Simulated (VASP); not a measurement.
# TlZnCl3 (Pm-3m) in VASP: a series of runs, part 2 of 2

VASP 6.6.1. The steps go on from the part before.

## Step 3: Single point, r2SCAN (22.92 Å³/atom)

This run uses another cell than the first one, of 22.92 Å³/atom.

Input file POSCAR:

```
TlZnCl3
1.0
    4.8574365181      0.0000000000      0.0000000000
    0.0000000000      4.8574365181      0.0000000000
    0.0000000000      0.0000000000      4.8574365181
Tl Zn Cl
1 1 3
Direct
    0.0000000000      0.0000000000      0.0000000000
    0.5000000000      0.5000000000      0.5000000000
    0.5000000000      0.5000000000      0.0000000000
    0.5000000000      0.0000000000      0.5000000000
    0.0000000000      0.5000000000      0.5000000000
```

Input file INCAR.step1:

```
SYSTEM = TlZnCl3
PREC = Accurate
ENCUT = 520
ISMEAR = 0
SIGMA = 0.01
LREAL = .False.
LASPH = .True.
NELM = 80
NBANDS = 31
GGA = PE
ALGO = Normal
EDIFF = 1E-4
LWAVE = .True.
LCHARG = .False.
```

Input file INCAR.step2:

```
SYSTEM = TlZnCl3
PREC = Accurate
ENCUT = 520
EDIFF = 1E-6
ISMEAR = 0
SIGMA = 0.01
LREAL = .False.
LASPH = .True.
NELM = 80
ALGO = Normal
ISIF = 2
LWAVE = .False.
LCHARG = .False.
METAGGA = R2SCAN
LMIXTAU = .True.
NBANDS = 31
ISTART = 1
```

Input file KPOINTS:

```
regular mesh
0
Gamma
  4 4 4
  0 0 0
```

Potentials or basis: VASP PAW PBE potentials, release 64 (Tl_d, Zn, Cl).

Started as:

```
cat potpaw_PBE.64/Tl_d/POTCAR potpaw_PBE.64/Zn/POTCAR potpaw_PBE.64/Cl/POTCAR > POTCAR
cp INCAR.step1 INCAR
mpirun -np 1 vasp_std > vasp.out
cp INCAR.step2 INCAR
mpirun -np 1 vasp_std > vasp.out
```

OUTCAR:

```text
SYSTEM = TlZnCl3
   PREC = Accurate
   ENCUT = 520
   EDIFF = 1E-6
   ISMEAR = 0
   LREAL = .False.
   LASPH = .True.
   NELM = 80
   ISIF = 2
   METAGGA = R2SCAN
   ISTART = 1

 ion  position               nearest neighbor table
   1  0.000  0.000  0.000-
   2  0.500  0.500  0.500-   3 2.43   4 2.43   5 2.43   3 2.43   4 2.43   5 2.43
   3  0.500  0.500  0.000-   2 2.43   2 2.43
   4  0.500  0.000  0.500-   2 2.43   2 2.43
   5  0.000  0.500  0.500-   2 2.43   2 2.43

  LATTYP: Found a simple cubic cell.
 ALAT       =     4.8574365181

  Lattice vectors:

 A1 = (   4.8574365181,   0.0000000000,   0.0000000000)
 A2 = (   0.0000000000,   4.8574365181,   0.0000000000)
 A3 = (   0.0000000000,   0.0000000000,   4.8574365181)

Analysis of symmetry for initial positions (statically):
=====================================================================
 Subroutine PRICEL returns:
 Original cell was already a primitive cell.

 Routine SETGRP: Setting up the symmetry group for a
 simple cubic supercell.

 Subroutine GETGRP returns: Found 48 space group operations
[... 157 lines left out ...]

 val. band max:        1.2241640475   @ k =   0.5000   0.0000   0.0000
 cond. band min:       3.5956878655   @ k =   0.0000   0.0000   0.0000
 fundamental gap:      2.3715238180
 Fermi energy:         1.3222119411

 k-point     1 :       0.0000    0.0000    0.0000
  band No.  band energies     occupation
      1     -13.5776      2.00000
      2     -12.4502      2.00000
      3     -12.4502      2.00000
      4      -7.8036      2.00000
      5      -7.8036      2.00000
      6      -7.8003      2.00000
[... 329 lines left out ...]
     30      11.0819      0.00000
     31      13.2897      0.00000

------------------------ aborting loop because EDIFF is reached ----------------------------------------

  FORCE on cell =-STRESS in cart. coord.  units (eV):
  Direction    XX          YY          ZZ          XY          YZ          ZX
  --------------------------------------------------------------------------------------
  -------------------------------------------------------------------------------------
  Total        1.0516420      1.0516420      1.0516420      0.0000000     -0.0000000      0.0000000
  in kB       14.7013461     14.7013461     14.7013461      0.0000000     -0.0000000      0.0000000
  external PRESSURE =      14.7013461 kB  Pullay stress =       0.0000000 kB

 VOLUME and BASIS-vectors are now :
 -----------------------------------------------------------------------------
  energy-cutoff  :      520.00
  volume of cell :      114.61
      direct lattice vectors                 reciprocal lattice vectors
     4.857436518  0.000000000  0.000000000     0.205869906  0.000000000  0.000000000
     0.000000000  4.857436518  0.000000000     0.000000000  0.205869906  0.000000000
     0.000000000  0.000000000  4.857436518     0.000000000  0.000000000  0.205869906

 POSITION                                       TOTAL-FORCE (eV/Angst)
 -----------------------------------------------------------------------------------
      0.00000      0.00000      0.00000         0.000000      0.000000      0.000000
      2.42872      2.42872      2.42872         0.000000      0.000000      0.000000
      2.42872      2.42872      0.00000         0.000000      0.000000      0.000000
      2.42872      0.00000      2.42872         0.000000      0.000000      0.000000
      0.00000      2.42872      2.42872         0.000000      0.000000      0.000000
 -----------------------------------------------------------------------------------
    total drift:                                0.000000      0.000000      0.000000

  FREE ENERGIE OF THE ION-ELECTRON SYSTEM (eV)
  ---------------------------------------------------
  free  energy   TOTEN  =       -86.4665277056 eV

  energy  without entropy=      -86.4665277056  energy(sigma->0) =      -86.46652771
```

It took 46 s on 1 thread of Intel Xeon 6975P-C (Granite Rapids), shared host; peak memory 0.23 GiB.

What came out:

* Free energy: -86.4665 eV
* Pressure: 1.5 GPa
* Band gap on the k mesh: 2.37 eV (least direct gap 3.11 eV)

Levels at points of the mesh, in eV from the valence-band top:
| k point | band 20 | band 21 | band 22 | band 23 | band 24 | band 25 | band 26 | band 27 |
| --- | --- | --- | --- | --- | --- | --- | --- | --- |
| (0.00, 0.00, 0.00) | -0.93 | -0.74 | -0.74 | -0.74 | 2.37 | 7.78 | 7.78 | 7.78 |
| (0.50, 0.00, 0.00) | -1.10 | -0.70 | -0.70 | 0.00 | 4.63 | 5.49 | 6.67 | 6.67 |
| (0.50, 0.50, 0.00) | -1.14 | -0.36 | -0.04 | -0.04 | 5.69 | 6.24 | 6.24 | 7.46 |
| (0.50, 0.50, 0.50) | -0.05 | -0.05 | -0.03 | -0.03 | 7.33 | 7.33 | 7.33 | 7.46 |

Caveat: the PAW data sets were made with another functional, which shifts forces and pressure a little; spin-orbit coupling is left out, which moves the levels of the heavy elements. A k mesh can miss the band edges.
